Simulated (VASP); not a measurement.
Here is a VASP 6.6.1 calculation.

Contents of POSCAR:

```
SiO2
1.0
    4.1851894793      0.0000000000      0.0000000000
    0.0000000000      4.1851894793      0.0000000000
    0.0000000000      0.0000000000      2.6688395656
Si O
2 4
Direct
    0.0000000000      0.0000000000      0.0000000000
    0.5000000000      0.5000000000      0.5000000000
    0.3061010396      0.3061010396      0.0000000000
    0.1938989604      0.8061010396      0.5000000000
    0.6938989604      0.6938989604      0.0000000000
    0.8061010396      0.1938989604      0.5000000000
```

Contents of INCAR.step1:

```
PREC = Accurate
ENCUT = 520
ISMEAR = 0
SIGMA = 0.01
LREAL = F
LASPH = T
NELM = 100
NBANDS = 25
GGA = PE
ALGO = Normal
EDIFF = 1E-4
LWAVE = T
LCHARG = F
```

INCAR.step2

```
PREC = Accurate
ENCUT = 520
EDIFF = 1E-6
ISMEAR = 0
SIGMA = 0.01
LREAL = F
LASPH = T
NELM = 100
ALGO = Normal
ISIF = 2
LWAVE = F
LCHARG = F
METAGGA = R2SCAN
LMIXTAU = T
NBANDS = 25
ISTART = 1
```

The input KPOINTS:

```
regular mesh
0
Gamma
  6 6 8
```

Potentials or basis: VASP PAW PBE potentials, release 64 (Si, O).

The run is started by

```bash
$ cat potpaw_PBE.64/Si/POTCAR potpaw_PBE.64/O/POTCAR > POTCAR
$ cp INCAR.step1 INCAR
$ mpirun -np 1 vasp_std > vasp.out
$ cp INCAR.step2 INCAR
$ mpirun -np 1 vasp_std > vasp.out
```

Question: Estimate the band gap on the k mesh.

Answer: 6.51 eV, direct.

Question: Predict the pressure.

Answer: 0.4 GPa.

Stress tensor (GPa, compression positive):
```
0.09 0.00 0.00
0.00 0.09 0.00
0.00 0.00 0.99
```

Caveat: the PAW data sets were made with another functional, which shifts forces and pressure a little. A k mesh can miss the band edges.
